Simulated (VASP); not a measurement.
# Re in VASP: a series of runs, part 2 of 2

VASP 6.6.1. The steps go on from the part before.

## Step 3: Single point, PBE (equal xy, yz and zx shear strains of -3 %)

File INCAR:

```
PREC = Accurate
ENCUT = 520
EDIFF = 1E-6
ISMEAR = -1
SIGMA = 0.03
LREAL = False
LASPH = True
NELM = 60
ALGO = Normal
ISIF = 2
LWAVE = False
LCHARG = False
GGA = PE
NBANDS = 10
```

File KPOINTS:

```
Automatic mesh
0
Gamma
  14 14 14
```

File POSCAR:

```
Re
1.0
   -0.0592500000      1.9453750000      1.9453750000
    1.9453750000     -0.0592500000      1.9453750000
    1.9453750000      1.9453750000     -0.0592500000
Re
1
Direct
    0.0000000000      0.0000000000      0.0000000000
```

Potentials or basis: VASP PAW PBE potentials, release 64 (Re).

The run is started by

```
cat potpaw_PBE.64/Re/POTCAR > POTCAR
mpirun -np 1 vasp_std > vasp.out
```

OUTCAR:

```text
PREC = Accurate
   ENCUT = 520
   EDIFF = 1E-6
   ISMEAR = -1
   LREAL = False
   LASPH = True
   NELM = 60
   ISIF = 2
   GGA = PE

 ion  position               nearest neighbor table
   1  0.000  0.000  0.000-

  LATTYP: Found a trigonal (rhomboedric) cell.
 ALAT       =     2.7518136463
 COS(alpha) =     0.4693254694

  Lattice vectors:

 A1 = (  -0.0592500000,   1.9453750000,   1.9453750000)
 A2 = (   1.9453750000,  -0.0592500000,   1.9453750000)
 A3 = (   1.9453750000,   1.9453750000,  -0.0592500000)

Analysis of symmetry for initial positions (statically):
=====================================================================
 Subroutine PRICEL returns:
 Original cell was already a primitive cell.

 Routine SETGRP: Setting up the symmetry group for a
 trigonal (rhombohedral) supercell.

 Subroutine GETGRP returns: Found 12 space group operations
 (whereof 12 operations were pure point group operations)
 out of a pool of 12 trial point group operations.

The static configuration has the point symmetry D_3d.

Analysis of symmetry for dynamics (positions and initial velocities):
=====================================================================
 Subroutine PRICEL returns:
 Original cell was already a primitive cell.

 Routine SETGRP: Setting up the symmetry group for a
 trigonal (rhombohedral) supercell.

 Subroutine GETGRP returns: Found 12 space group operations
 (whereof 12 operations were pure point group operations)
 out of a pool of 12 trial point group operations.

The dynamic configuration has the point symmetry D_3d.

 Subroutine INISYM returns: Found 12 space group operations
 (whereof 12 operations are pure point group operations),
 and found     1 'primitive' translations

----------------------------------------------------------------------------------------

                                     Primitive cell

  volume of cell :      15.3970

  direct lattice vectors                    reciprocal lattice vectors
    -0.059250000  1.945375000  1.945375000    -0.245566149  0.253280269  0.253280269
     1.945375000 -0.059250000  1.945375000     0.253280269 -0.245566149  0.253280269
     1.945375000  1.945375000 -0.059250000     0.253280269  0.253280269 -0.245566149

  length of vectors
     2.751813646  2.751813646  2.751813646     0.434286222  0.434286222  0.434286222

  position of ions in fractional coordinates (direct lattice)
     0.000000000  0.000000000  0.000000000

  ion indices of the primitive-cell ions
   primitive index   ion index
                 1           1

----------------------------------------------------------------------------------------

 KPOINTS: Automatic mesh

Automatic generation of k-mesh.
 Grid dimensions read from file:
 generate k-points for:   14   14   14

 Generating k-lattice:

  Cartesian coordinates                     Fractional coordinates (reciprocal lattice)
    -0.017540439  0.018091448  0.018091448     0.071428571  0.000000000  0.000000000
     0.018091448 -0.017540439  0.018091448     0.000000000  0.071428571  0.000000000
     0.018091448  0.018091448 -0.017540439     0.000000000  0.000000000  0.071428571

  Length of vectors
     0.031020444  0.031020444  0.031020444

  Shift w.r.t. Gamma in fractional coordinates (k-lattice)
     0.000000000  0.000000000  0.000000000

 Subroutine IBZKPT returns following result:
 ===========================================

 Found    288 irreducible k-points:

 Following reciprocal coordinates:
            Coordinates               Weight
  0.000000  0.000000  0.000000      1.000000
  0.071429  0.000000  0.000000      6.000000
  0.142857  0.000000  0.000000      6.000000
  0.214286 -0.000000 -0.000000      6.000000
  0.285714 -0.000000 -0.000000      6.000000
  0.357143  0.000000  0.000000      6.000000
[... 16 lines left out ...]
  0.214286  0.142857 -0.000000     12.000000
  0.285714  0.142857 -0.000000     12.000000
 [... further k-points ...]
   k-points           NKPTS =    288   k-points in BZ     NKDIM =    288   number of bands    NBANDS=     10
   number of dos      NEDOS =    301   number of ions     NIONS =      1
   total plane-waves  NPLWV =   8000
   dimension x,y,z NGX =    20 NGY =   20 NGZ =   20
   dimension x,y,z NGXF=    40 NGYF=   40 NGZF=   40
   ions per type =               1
   NGX,Y,Z   is equivalent  to a cutoff of  12.08, 12.08, 12.08 a.u.
   NGXF,Y,Z  is equivalent  to a cutoff of  24.17, 24.17, 24.17 a.u.
 SYSTEM =  unknown system
   PREC   = accura    normal or accurate (medium, high low for compatibility)
   ISTART =      0    job   : 0-new  1-cont  2-samecut
   ICHARG =      2    charge: 1-file 2-atom 10-const
   ISPIN  =      1    spin polarized calculation?
   LNONCOLLINEAR =      F non collinear calculations
   LSORBIT =      F    spin-orbit coupling
   LASPH  =      T    aspherical Exc in radial PAW
   ENCUT  =  520.0 eV  38.22 Ry    6.18 a.u.   5.12  5.12  5.12*2*pi/ulx,y,z
   NELM   =     60;   NELMIN=  2; NELMDL= -5     # of ELM steps
   EDIFF  = 0.1E-05   stopping-criterion for ELM
   LREAL  =      F    real-space projection
   EDIFFG = 0.1E-04   stopping-criterion for IOM
   NSW    =      0    number of steps for IOM
   IBRION =     -1    ionic relax: 0-MD 1-quasi-New 2-CG
   NFREE  =      0    steps in history (QN), initial steepest desc. (CG)
   ISIF   =      2    stress and relaxation
   ISYM   =      2    0-nonsym 1-usesym 2-fastsym
   POTIM  = 0.5000    time-step for ionic-motion
   TEBEG  =    0.0;   TEEND  =   0.0 temperature during run
   PSTRESS=    0.0 pullay stress
   NELECT =       7.0000    total number of electrons
   NUPDOWN=      -1.0000    fix difference up-down
   EMIN   =  10.00;   EMAX   =-10.00  energy-range for DOS
   EFERMI =   0.00;   METHOD = LEGACY
   ISMEAR =    -1;   SIGMA  =   0.03  broadening in eV -4-tet -1-fermi 0-gaus
   EFERMI_NEDOS =   21; number of points for ismear=-14 and -15
   IALGO  =     38    algorithm
   IMIX   =      4    mixing-type and parameters
     AMIX     =   0.40;   BMIX     =  1.00
     AMIX_MAG =   1.60;   BMIX_MAG =  1.00
  volume/ion in A,a.u.               =      15.40       103.90
  Fermi-wavevector in a.u.,A,eV,Ry     =   1.258817  2.378819 21.560055  1.584619
  Thomas-Fermi vector in A             =   2.392407
   LORBIT       =      0    0 simple, 1 ext, 2 COOP (PROOUT), +10 PAW based schemes
   GGA     = PE    functional components
   LHFCALC =     F    Hartree Fock is set to
   AEXX    =    0.0000 exact exchange contribution
   IVDW    =     0    specifies the selected vdW correction
   LEPSILON=     F    determine dielectric tensor
   LRPA    =     F    only Hartree local field effects (RPA)
 non-spin polarized calculation
  energy-cutoff  :      520.00
  volume of cell :       15.40
 maximum number of plane-waves:       426
   NGX = 11   NGY = 11   NGZ = 11

 number of electron       7.0000000 magnetization

 Free energy of the ion-electron system (eV)
  ---------------------------------------------------
  ext. energy  EPLUGINS =         0.00000000
  ---------------------------------------------------
  free energy    TOTEN  =       -12.32446968 eV

  energy without entropy =      -12.32175016  energy(sigma->0) =      -12.32310992

 E-fermi :   7.6103     XC(G=0): -13.4792

 val. band max:        7.6080985514   @ k =  -0.2857   0.2857   0.1429
 cond. band min:       7.6114677431   @ k =  -0.3571   0.5000   0.0714
 fundamental gap:      0.0033691918
 Fermi energy:         7.6102895691

 k-point     1 :       0.0000    0.0000    0.0000
  band No.  band energies     occupation
      1      -2.2136      2.00000
      2       5.5041      2.00000
      3       5.5041      2.00000
      4       6.3529      2.00000
      5       8.8154      0.00000
      6       8.8154      0.00000
      7      21.4491      0.00000
      8      26.4540      0.00000
      9      26.4540      0.00000
     10      27.8055      0.00000
[... 287 lines left out ...]
 k-point    24 :       0.2857    0.1429   -0.0000
  band No.  band energies     occupation
      1       0.5087      2.00000
      2       4.1823      2.00000
      3       5.9128      2.00000
      4       7.2424      1.99999
      5       8.2682      0.00000
      6       9.8740      0.00000
      7      22.5549      0.00000
      8      25.5754      0.00000
      9      27.8828      0.00000
     10      28.6841      0.00000

 [... further k-points ...]

------------------------ aborting loop because EDIFF is reached ----------------------------------------

  FORCE on cell =-STRESS in cart. coord.  units (eV):
  Direction    XX          YY          ZZ          XY          YZ          ZX
  --------------------------------------------------------------------------------------
  -------------------------------------------------------------------------------------
  Total       -0.8564034     -0.8564034     -0.8564034      0.5044308      0.5044308      0.5044308
  in kB      -89.1156205    -89.1156205    -89.1156205     52.4900552     52.4900552     52.4900552
  external PRESSURE =     -89.1156205 kB  Pullay stress =       0.0000000 kB

 VOLUME and BASIS-vectors are now :
 -----------------------------------------------------------------------------
  energy-cutoff  :      520.00
  volume of cell :       15.40
      direct lattice vectors                 reciprocal lattice vectors
    -0.059250000  1.945375000  1.945375000    -0.245566149  0.253280269  0.253280269
     1.945375000 -0.059250000  1.945375000     0.253280269 -0.245566149  0.253280269
     1.945375000  1.945375000 -0.059250000     0.253280269  0.253280269 -0.245566149

 POSITION                                       TOTAL-FORCE (eV/Angst)
 -----------------------------------------------------------------------------------
      0.00000      0.00000      0.00000         0.000000     -0.000000      0.000000
 -----------------------------------------------------------------------------------
    total drift:                                0.000000      0.000000     -0.000000

  FREE ENERGIE OF THE ION-ELECTRON SYSTEM (eV)
  ---------------------------------------------------
  free  energy   TOTEN  =       -12.3244696832 eV

  energy  without entropy=      -12.3217501575  energy(sigma->0) =      -12.32310992
```

OSZICAR:

```text
N       E                     dE             d eps       ncg     rms          rms(c)
DAV:   1     0.507226751769E+01    0.50723E+01   -0.34152E+03  9058   0.774E+02
DAV:   2    -0.126459797094E+02   -0.17718E+02   -0.16380E+02  8808   0.160E+02
DAV:   3    -0.130581396272E+02   -0.41216E+00   -0.39308E+00  9482   0.413E+01
DAV:   4    -0.130604706746E+02   -0.23310E-02   -0.23292E-02  9318   0.151E+00
DAV:   5    -0.130604750406E+02   -0.43659E-05   -0.43653E-05  8488   0.332E-02    0.277E+01
DAV:   6    -0.125114189239E+02    0.54906E+00   -0.48504E-01  9092   0.187E+01    0.107E+01
DAV:   7    -0.123308183238E+02    0.18060E+00   -0.34634E-01  9148   0.150E+01    0.917E-01
DAV:   8    -0.123248974301E+02    0.59209E-02   -0.32804E-03  8604   0.503E-01    0.181E-01
DAV:   9    -0.123244596822E+02    0.43775E-03   -0.43200E-04  8912   0.222E-01    0.204E-02
DAV:  10    -0.123244691306E+02   -0.94484E-05   -0.13158E-05  8498   0.289E-02    0.594E-03
DAV:  11    -0.123244696832E+02   -0.55264E-06   -0.23069E-07  4472   0.126E-02
   1 F= -.12324470E+02 E0= -.12323110E+02  d E =-.271953E-02
```

Wall time 21 s (1 thread of Intel Xeon Platinum 8375C at 2.90GHz (Ice Lake), shared host); peak memory 0.16 GiB.

Results:

- Free energy: -12.3245 eV
- Pressure: -8.9 GPa
- Band gap on the k mesh: zero (an odd number of electrons rules out a gap without spin polarisation)

Stress tensor (GPa, compression positive):
```
-8.91  5.25  5.25
 5.25 -8.91  5.25
 5.25  5.25 -8.91
```

Caveat: the cell differs from its parent crystal (equal xy, yz and zx shear strains of -3 %); the cell stands under tension; spin-orbit coupling is left out, which moves the levels of the heavy elements.

## Step 4: Single point, PBE (equal xy, yz and zx shear strains of -1 %)

File INCAR:

```
SYSTEM = Re
PREC     = Accurate       ! precision mode
ENCUT    = 520            ! plane-wave cutoff, eV
EDIFF    = 1E-7           ! SCF threshold, eV
ISMEAR   = -1             ! smearing method
SIGMA    = 0.03           ! smearing width, eV
LREAL    = .False.        ! projectors in reciprocal space
LASPH    = .True.         ! aspherical terms in the spheres
NELM     = 80             ! most SCF steps
ALGO     = Normal         ! electronic algorithm
ISIF     = 2              ! what is computed and relaxed
LWAVE    = .False.        ! write WAVECAR
LCHARG   = .False.        ! write CHGCAR
GGA      = PE             ! functional
NBANDS   = 10             ! bands
```

File KPOINTS:

```
Automatic mesh
0
Gamma
  14 14 14
  0 0 0
```

File POSCAR:

```
Re
1.0
   -0.0197500000      1.9651250000      1.9651250000
    1.9651250000     -0.0197500000      1.9651250000
    1.9651250000      1.9651250000     -0.0197500000
Re
1
Direct
    0.0000000000      0.0000000000      0.0000000000
```

The run is started by

```
cat potpaw_PBE.64/Re/POTCAR > POTCAR
mpirun -np 1 vasp_std > vasp.out
```

Wall time 25 s (1 thread of Intel Xeon Platinum 8375C at 2.90GHz (Ice Lake), shared host); peak memory 0.18 GiB.

It converged, with:

| Item | Value |
| --- | --- |
| Free energy | -12.3427 eV |
| Pressure | -9.7 GPa |
| Band gap on the k mesh | zero (an odd number of electrons rules out a gap without spin polarisation) |

Stress tensor (GPa, compression positive):
```
-9.69  1.33  1.33
 1.33 -9.69  1.33
 1.33  1.33 -9.69
```

Levels at points of the mesh, in eV from the Fermi level:
```
           k point  band 2  band 3  band 4  band 5  band 6  band 7
(0.00, 0.00, 0.00)   -1.88   -1.88   -1.61    1.19    1.19   13.87
(0.50, 0.00, 0.00)   -2.10   -1.82    0.10    3.44    3.64    9.25
(0.50, 0.50, 0.00)   -5.59    2.62    3.50    4.25    4.26   11.74
(0.50, 0.50, 0.50)   -2.03   -2.03    0.31    3.62    3.62    9.54
```

Caveat: the cell differs from its parent crystal (equal xy, yz and zx shear strains of -1 %); the cell stands under tension; spin-orbit coupling is left out, which moves the levels of the heavy elements.

## Step 5: The runs side by side

```tsv
cell	gap on the mesh (eV)	pressure (GPa)
a = 2.835, b = 2.835, c = 2.877 Å, angles 59.5, 59.5, 61.0°, 1 atom	none	-26.4
a = 2.752 Å, angles 62.0°, 1 atom	none	-8.9
a = 2.779 Å, angles 60.7°, 1 atom	none	-9.7
```

Alike in all rows: task single point; level PBE; potentials or basis VASP PAW PBE potentials, release 64 (Re); no spin polarisation; k mesh 14 × 14 × 14; cutoff (eV) 520; smearing fermi-dirac 0.03 eV.

Caveats: the cell stands under tension; spin-orbit coupling is left out, which moves the levels of the heavy elements.

Absolute energies hang on the potentials; compare differences alone.
